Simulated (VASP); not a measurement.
# MgO (I4/mmm) in VASP: a series of runs

The runs below take MgO through single point, with PBEsol.

All numbers are computed with VASP 6.6.1; they aren't measurements. Logs are shortened: lines on timing, memory, paths and dates and some standing lists are left out, and cuts for length are marked.

### Step 1. The cell of the first run

Symmetry: I4/mmm, No. 139, tetragonal system. The conventional cell has a = 3.020 Å, b = 3.020 Å, c = 4.398 Å, α = 90.00°, β = 90.00°, γ = 90.00°. Mg (site symmetry 4/mmm) has 6 O at 2.14 to 2.20 Å within 2.8 Å. O (site symmetry 4/mmm) has 6 Mg at 2.14 to 2.20 Å within 2.8 Å.

### Step 2. Single point, PBEsol (strain +0.0300 x Voigt [1, 0, 0, 0, 0, 0])

Input file INCAR:

```
SYSTEM = MgO
  PREC = Accurate
  ENCUT = 520
  EDIFF = 1E-6
  ISMEAR = 0
  SIGMA = 0.05
  LREAL = .FALSE.
  LASPH = .TRUE.
  NELM = 100
  ALGO = Normal
  ISIF = 2
  LWAVE = .FALSE.
  LCHARG = .TRUE.
  GGA = PS
  LELF = .TRUE.
  LVHAR = .TRUE.
  NBANDS = 11
```

Input file KPOINTS:

```
regular mesh
0
G
  10 10 10
  0 0 0
```

Input file POSCAR:

```
MgO
1.0
    0.0000000000      2.1351500000      2.1351500000
    2.1992045000      0.0000000000      2.1351500000
    2.1992045000      2.1351500000      0.0000000000
Mg O
1 1
Direct
    0.0000000000      0.0000000000      0.0000000000
    0.5000000000      0.5000000000      0.5000000000
```

Potentials or basis: VASP PAW PBE potentials, release 64 (Mg, O).

Started as:

```
cat potpaw_PBE.64/Mg/POTCAR potpaw_PBE.64/O/POTCAR > POTCAR
mpirun -np 1 vasp_std > vasp.out
```

OUTCAR:

```text
SYSTEM = MgO
   PREC = Accurate
   ENCUT = 520
   EDIFF = 1E-6
   ISMEAR = 0
   LREAL = .FALSE.
   LASPH = .TRUE.
   NELM = 100
   ISIF = 2
   GGA = PS

 ion  position               nearest neighbor table
   1  0.000  0.000  0.000-   2 2.14   2 2.14   2 2.14   2 2.14   2 2.20   2 2.20
   2  0.500  0.500  0.500-   1 2.14   1 2.14   1 2.14   1 2.14   1 2.20   1 2.20

  LATTYP: Found a body centered tetragonal cell.
 ALAT       =     3.0195580877
 C/A-ratio  =     1.4566399692

  Lattice vectors:

 A1 = (   2.1992045000,   0.0000000000,   2.1351500000)
 A2 = (   2.1992045000,   0.0000000000,  -2.1351500000)
 A3 = (  -2.1992045000,   2.1351500000,   0.0000000000)

Analysis of symmetry for initial positions (statically):
=====================================================================
 Subroutine PRICEL returns:
 Original cell was already a primitive cell.

 Routine SETGRP: Setting up the symmetry group for a
 body centered tetragonal supercell.

 Subroutine GETGRP returns: Found 16 space group operations
 (whereof 16 operations were pure point group operations)
 out of a pool of 16 trial point group operations.

The static configuration has the point symmetry D_4h.

Analysis of symmetry for dynamics (positions and initial velocities):
=====================================================================
 Subroutine PRICEL returns:
 Original cell was already a primitive cell.

 Routine SETGRP: Setting up the symmetry group for a
 body centered tetragonal supercell.

 Subroutine GETGRP returns: Found 16 space group operations
 (whereof 16 operations were pure point group operations)
 out of a pool of 16 trial point group operations.

The dynamic configuration has the point symmetry D_4h.

 Subroutine INISYM returns: Found 16 space group operations
 (whereof 16 operations are pure point group operations),
 and found     1 'primitive' translations

----------------------------------------------------------------------------------------

                                     Primitive cell

  volume of cell :      20.0518

  direct lattice vectors                    reciprocal lattice vectors
     0.000000000  2.135150000  2.135150000    -0.227354937  0.234175585  0.234175585
     2.199204500  0.000000000  2.135150000     0.227354937 -0.234175585  0.234175585
     2.199204500  2.135150000  0.000000000     0.227354937  0.234175585 -0.234175585

  length of vectors
     3.019558088  3.065186121  3.065186121     0.401704713  0.401704713  0.401704713

  position of ions in fractional coordinates (direct lattice)
     0.000000000  0.000000000  0.000000000
     0.500000000  0.500000000  0.500000000

  ion indices of the primitive-cell ions
   primitive index   ion index
                 1           1
                 2           2

----------------------------------------------------------------------------------------

 KPOINTS: regular mesh

Automatic generation of k-mesh.
 Grid dimensions read from file:
 generate k-points for:   10   10   10

 Generating k-lattice:

  Cartesian coordinates                     Fractional coordinates (reciprocal lattice)
    -0.022735494  0.023417558  0.023417558     0.100000000 -0.000000000 -0.000000000
     0.022735494 -0.023417558  0.023417558     0.000000000  0.100000000  0.000000000
     0.022735494  0.023417558 -0.023417558     0.000000000  0.000000000  0.100000000

  Length of vectors
     0.040170471  0.040170471  0.040170471

  Shift w.r.t. Gamma in fractional coordinates (k-lattice)
     0.000000000  0.000000000  0.000000000

 Subroutine IBZKPT returns following result:
 ===========================================

 Found    102 irreducible k-points:

 Following reciprocal coordinates:
            Coordinates               Weight
  0.000000  0.000000  0.000000      1.000000
  0.100000  0.000000  0.000000      8.000000
  0.200000  0.000000  0.000000      8.000000
  0.300000 -0.000000 -0.000000      8.000000
  0.400000  0.000000  0.000000      8.000000
  0.500000  0.000000  0.000000      4.000000
[... 16 lines left out ...]
  0.300000  0.300000  0.000000      4.000000
  0.400000  0.300000  0.000000     16.000000
 [... further k-points ...]
   k-points           NKPTS =    102   k-points in BZ     NKDIM =    102   number of bands    NBANDS=     11
   number of dos      NEDOS =    301   number of ions     NIONS =      2
   total plane-waves  NPLWV =  13824
   dimension x,y,z NGX =    24 NGY =   24 NGZ =   24
   dimension x,y,z NGXF=    48 NGYF=   48 NGZF=   48
   ions per type =               1   1
   NGX,Y,Z   is equivalent  to a cutoff of  13.21, 13.02, 13.02 a.u.
   NGXF,Y,Z  is equivalent  to a cutoff of  26.43, 26.03, 26.03 a.u.
 SYSTEM =  MgO
   PREC   = accura    normal or accurate (medium, high low for compatibility)
   ISTART =      0    job   : 0-new  1-cont  2-samecut
   ICHARG =      2    charge: 1-file 2-atom 10-const
   ISPIN  =      1    spin polarized calculation?
   LNONCOLLINEAR =      F non collinear calculations
   LSORBIT =      F    spin-orbit coupling
   LASPH  =      T    aspherical Exc in radial PAW
   ENCUT  =  520.0 eV  38.22 Ry    6.18 a.u.   5.61  5.70  5.70*2*pi/ulx,y,z
   NELM   =    100;   NELMIN=  2; NELMDL= -5     # of ELM steps
   EDIFF  = 0.1E-05   stopping-criterion for ELM
   LREAL  =      F    real-space projection
   EDIFFG = 0.1E-04   stopping-criterion for IOM
   NSW    =      0    number of steps for IOM
   IBRION =     -1    ionic relax: 0-MD 1-quasi-New 2-CG
   NFREE  =      0    steps in history (QN), initial steepest desc. (CG)
   ISIF   =      2    stress and relaxation
   ISYM   =      2    0-nonsym 1-usesym 2-fastsym
   POTIM  = 0.5000    time-step for ionic-motion
   TEBEG  =    0.0;   TEEND  =   0.0 temperature during run
   PSTRESS=    0.0 pullay stress
   NELECT =       8.0000    total number of electrons
   NUPDOWN=      -1.0000    fix difference up-down
   EMIN   =  10.00;   EMAX   =-10.00  energy-range for DOS
   EFERMI =   0.00;   METHOD = LEGACY
   ISMEAR =     0;   SIGMA  =   0.05  broadening in eV -4-tet -1-fermi 0-gaus
   EFERMI_NEDOS =   21; number of points for ismear=-14 and -15
   IALGO  =     38    algorithm
   IMIX   =      4    mixing-type and parameters
     AMIX     =   0.40;   BMIX     =  1.00
     AMIX_MAG =   1.60;   BMIX_MAG =  1.00
  volume/ion in A,a.u.               =      10.03        67.66
  Fermi-wavevector in a.u.,A,eV,Ry     =   1.205186  2.277471 19.762094  1.452473
  Thomas-Fermi vector in A             =   2.340889
   LORBIT       =      0    0 simple, 1 ext, 2 COOP (PROOUT), +10 PAW based schemes
   GGA     = PS    functional components
   LHFCALC =     F    Hartree Fock is set to
   AEXX    =    0.0000 exact exchange contribution
   IVDW    =     0    specifies the selected vdW correction
   LEPSILON=     F    determine dielectric tensor
   LRPA    =     F    only Hartree local field effects (RPA)
 non-spin polarized calculation
 Gauss-broadening in eV      SIGMA  =   0.05
  energy-cutoff  :      520.00
  volume of cell :       20.05
 maximum number of plane-waves:       552
   NGX = 11   NGY = 11   NGZ = 11

 number of electron       7.9999998 magnetization

 Free energy of the ion-electron system (eV)
  ---------------------------------------------------
  ext. energy  EPLUGINS =         0.00000000
  ---------------------------------------------------
  free energy    TOTEN  =       -12.46300354 eV

  energy without entropy =      -12.46300354  energy(sigma->0) =      -12.46300354

 E-fermi :   2.8079     XC(G=0): -10.9716

 val. band max:        2.5977650018   @ k =   0.0000   0.0000   0.0000
 cond. band min:       6.5332161450   @ k =   0.0000   0.0000   0.0000
 fundamental gap:      3.9354511432
 Fermi energy:         2.8078859157

 k-point     1 :       0.0000    0.0000    0.0000
  band No.  band energies     occupation
      1     -14.3006      2.00000
      2       2.5322      2.00000
      3       2.5322      2.00000
      4       2.5978      2.00000
      5       6.5332      0.00000
      6      17.6032      0.00000
      7      17.9040      0.00000
      8      17.9040      0.00000
      9      21.4667      0.00000
     10      22.8102      0.00000
     11      23.7234      0.00000

 k-point     2 :       0.1000    0.0000    0.0000
  band No.  band energies     occupation
      1     -14.2057      2.00000
      2       1.9005      2.00000
      3       2.4770      2.00000
      4       2.5116      2.00000
      5       7.1764      0.00000
      6      16.5553      0.00000
      7      17.9077      0.00000
      8      18.1275      0.00000
      9      22.0283      0.00000
     10      22.8245      0.00000
     11      23.0140      0.00000

 k-point     3 :       0.2000    0.0000    0.0000
  band No.  band energies     occupation
      1     -13.9451      2.00000
      2       0.6338      2.00000
      3       2.3366      2.00000
      4       2.3428      2.00000
      5       8.3740      0.00000
      6      15.0292      0.00000
      7      18.2421      0.00000
      8      18.5845      0.00000
      9      21.4367      0.00000
     10      22.0107      0.00000
     11      23.5933      0.00000

 k-point     4 :       0.3000   -0.0000   -0.0000
  band No.  band energies     occupation
      1     -13.5957      2.00000
      2      -0.6024      2.00000
      3       2.1457      2.00000
      4       2.1708      2.00000
      5       9.3477      0.00000
      6      14.2361      0.00000
      7      18.1572      0.00000
      8      18.6903      0.00000
      9      21.9982      0.00000
     10      22.3278      0.00000
     11      23.0138      0.00000
[... 239 lines left out ...]
 k-point    22 :      -0.2000    0.2000   -0.0000
  band No.  band energies     occupation
      1     -13.4979      2.00000
      2      -0.3783      2.00000
      3       1.2904      2.00000
      4       2.1514      2.00000
      5      10.2376      0.00000
      6      13.9924      0.00000
      7      16.7296      0.00000
      8      19.2973      0.00000
      9      20.2700      0.00000
     10      22.9519      0.00000
     11      26.2637      0.00000

 k-point    23 :       0.3000    0.3000    0.0000
  band No.  band energies     occupation
      1     -13.3931      2.00000
      2      -0.4590      2.00000
      3       1.5746      2.00000
      4       1.7292      2.00000
      5      10.6098      0.00000
      6      12.5866      0.00000
      7      16.2756      0.00000
      8      19.2432      0.00000
      9      19.5819      0.00000
     10      25.6212      0.00000
     11      28.6655      0.00000

 k-point    24 :       0.4000    0.3000    0.0000
  band No.  band energies     occupation
      1     -13.1721      2.00000
      2      -0.8410      2.00000
      3       1.2888      2.00000
      4       1.5352      2.00000
      5      11.3436      0.00000
      6      12.2697      0.00000
      7      15.4447      0.00000
      8      19.4681      0.00000
      9      19.9229      0.00000
     10      26.3121      0.00000
     11      28.2360      0.00000

 [... further k-points ...]
[... 5 lines left out ...]
  --------------------------------------------------------------------------------------
  -------------------------------------------------------------------------------------
  Total       -1.5311483     -1.0773839     -1.0773839      0.0000000      0.0000000     -0.0000000
  in kB     -122.3419615    -86.0852369    -86.0852369      0.0000000      0.0000000     -0.0000000
  external PRESSURE =     -98.1708118 kB  Pullay stress =       0.0000000 kB

 VOLUME and BASIS-vectors are now :
 -----------------------------------------------------------------------------
  energy-cutoff  :      520.00
  volume of cell :       20.05
      direct lattice vectors                 reciprocal lattice vectors
     0.000000000  2.135150000  2.135150000    -0.227354937  0.234175585  0.234175585
     2.199204500  0.000000000  2.135150000     0.227354937 -0.234175585  0.234175585
     2.199204500  2.135150000  0.000000000     0.227354937  0.234175585 -0.234175585

 POSITION                                       TOTAL-FORCE (eV/Angst)
 -----------------------------------------------------------------------------------
      0.00000      0.00000      0.00000         0.000000     -0.000000      0.000000
      2.19920      2.13515      2.13515         0.000000      0.000000      0.000000
 -----------------------------------------------------------------------------------
    total drift:                               -0.000000     -0.000000      0.000000

  FREE ENERGIE OF THE ION-ELECTRON SYSTEM (eV)
  ---------------------------------------------------
  free  energy   TOTEN  =       -12.4630035429 eV

  energy  without entropy=      -12.4630035429  energy(sigma->0) =      -12.46300354
```

It took 9.4 s on 1 thread of Intel Xeon Platinum 8488C (Sapphire Rapids), shared host; peak memory 0.15 GiB.

Results:

- Free energy: -12.4630 eV
- Pressure: -9.8 GPa
- Band gap on the k mesh: 3.94 eV, direct

Caveat: the cell differs from its parent crystal (strain +0.0300 x Voigt [1, 0, 0, 0, 0, 0]); the PAW data sets were made with another functional, which shifts forces and pressure a little.

### Step 3. Single point, PBEsol (strain +0.0525 x Voigt [1, 0, 0, 0, 0, 0])

Input file INCAR:

```
SYSTEM = MgO
PREC = Accurate ; ENCUT = 520
EDIFF = 1E-6 ; ISMEAR = 0
SIGMA = 0.05 ; LREAL = .False.
LASPH = .True. ; NELM = 80
ALGO = Normal ; ISIF = 2
LWAVE = .False. ; LCHARG = .False.
GGA = PS ; NBANDS = 11
```

Input file KPOINTS:

```
Automatic mesh
0
Gamma
  10 10 10
  0 0 0
```

Input file POSCAR:

```
MgO
1.0
    0.0000000000      2.1351500000      2.1351500000
    2.2472453750      0.0000000000      2.1351500000
    2.2472453750      2.1351500000      0.0000000000
Mg O
1 1
Direct
    0.0000000000      0.0000000000      0.0000000000
    0.5000000000      0.5000000000      0.5000000000
```

Potentials or basis: VASP PAW PBE potentials, release 64 (Mg, O).

Started as:

```
cat potpaw_PBE.64/Mg/POTCAR potpaw_PBE.64/O/POTCAR > POTCAR
mpirun -np 1 vasp_std > vasp.out
```

Wall time 9.2 s (1 thread of Intel Xeon Platinum 8488C (Sapphire Rapids), shared host); peak memory 0.15 GiB.

It converged, with:

```yaml
Free_energy: -12.4258 eV
Pressure: -11.8 GPa
Band_gap_on_the_k_mesh: 3.72 eV, direct
```

Stress tensor (GPa, compression positive):
```
-15.23   0.00   0.00
  0.00 -10.13   0.00
  0.00   0.00 -10.13
```

Levels at points of the mesh, in eV from the valence-band top:
```
           k point  band 2  band 3  band 4  band 5  band 6  band 7
(0.00, 0.00, 0.00)   -0.11   -0.11    0.00    3.72   14.74   15.25
(0.50, 0.00, 0.00)   -4.36   -0.69   -0.59    7.10   11.40   14.72
(0.50, 0.50, 0.00)   -3.80   -1.53   -1.21    8.60    8.86   12.18
(0.00, 0.50, 0.50)   -3.94   -1.18   -1.18    8.91    9.08   11.53
```

Caveat: the cell differs from its parent crystal (strain +0.0525 x Voigt [1, 0, 0, 0, 0, 0]); the PAW data sets were made with another functional, which shifts forces and pressure a little.

### Step 4. Single point, PBEsol (strain +0.0600 x Voigt [1, 0, 0, 0, 0, 0])

Input file INCAR:

```
SYSTEM = MgO
ALGO     = Normal         ! electronic algorithm
EDIFF    = 1E-7           ! SCF threshold, eV
ENCUT    = 520            ! plane-wave cutoff, eV
GGA      = PS             ! functional
ISIF     = 2              ! what is computed and relaxed
ISMEAR   = 0              ! smearing method
LASPH    = .TRUE.         ! aspherical terms in the spheres
LCHARG   = .TRUE.         ! write CHGCAR
LELF     = .TRUE.         ! ELF
LREAL    = .FALSE.        ! projectors in reciprocal space
LVHAR    = .TRUE.       
LWAVE    = .FALSE.        ! write WAVECAR
NBANDS   = 11             ! bands
NELM     = 100            ! most SCF steps
PREC     = Accurate       ! precision mode
SIGMA    = 0.05           ! smearing width, eV
```

Input file KPOINTS:

```
k-points
0
G
  10 10 10
  0 0 0
```

Input file POSCAR:

```
MgO
1.0
    0.0000000000      2.1351500000      2.1351500000
    2.2632590000      0.0000000000      2.1351500000
    2.2632590000      2.1351500000      0.0000000000
Mg O
1 1
Direct
    0.0000000000      0.0000000000      0.0000000000
    0.5000000000      0.5000000000      0.5000000000
```

Started as:

```
cat potpaw_PBE.64/Mg/POTCAR potpaw_PBE.64/O/POTCAR > POTCAR
mpirun -np 1 vasp_std > vasp.out
```

It took 10 s on 1 thread of Intel Xeon Platinum 8488C (Sapphire Rapids), shared host; peak memory 0.15 GiB.

The run converged. Its results:

| Property | Result |
| --- | --- |
| Free energy | -12.4117 eV |
| Pressure | -12.4 GPa |
| Band gap on the k mesh | 3.65 eV, direct |

Stress tensor (GPa, compression positive):
```
-15.99   0.00   0.00
  0.00 -10.59   0.00
  0.00   0.00 -10.59
```

Levels at points of the mesh, in eV from the valence-band top:
| k point | band 1 | band 2 | band 3 | band 4 | band 5 | band 6 | band 7 | band 8 |
| --- | --- | --- | --- | --- | --- | --- | --- | --- |
| (0.00, 0.00, 0.00) | -16.80 | -0.12 | -0.12 | 0.00 | 3.65 | 14.65 | 15.24 | 15.24 |
| (0.50, 0.00, 0.00) | -15.73 | -4.33 | -0.70 | -0.59 | 7.05 | 11.31 | 14.60 | 15.75 |
| (0.50, 0.50, 0.00) | -15.45 | -3.77 | -1.56 | -1.19 | 8.57 | 8.79 | 12.13 | 16.60 |
| (0.00, 0.50, 0.50) | -15.60 | -3.93 | -1.17 | -1.17 | 8.84 | 9.11 | 11.39 | 17.79 |

Caveat: the cell differs from its parent crystal (strain +0.0600 x Voigt [1, 0, 0, 0, 0, 0]); the PAW data sets were made with another functional, which shifts forces and pressure a little.

### Step 5. Summary

```tsv
cell	gap on the mesh (eV)	pressure (GPa)
a = 3.020, b = 3.065, c = 3.065 Å, angles 59.0, 60.5, 60.5°, 2 atoms	3.94	-9.8
a = 3.020, b = 3.100, c = 3.100 Å, angles 58.3, 60.9, 60.9°, 2 atoms	3.72	-11.8
a = 3.020, b = 3.111, c = 3.111 Å, angles 58.1, 61.0, 61.0°, 2 atoms	3.65	-12.4
```

Alike in all rows: task single point; level PBEsol; potentials or basis VASP PAW PBE potentials, release 64 (Mg, O); no spin polarisation; k mesh 10 × 10 × 10; cutoff (eV) 520; smearing gaussian 0.05 eV.

Caveats: the PAW data sets were made with another functional, which shifts forces and pressure a little.

Absolute energies hang on the potentials; compare differences alone.
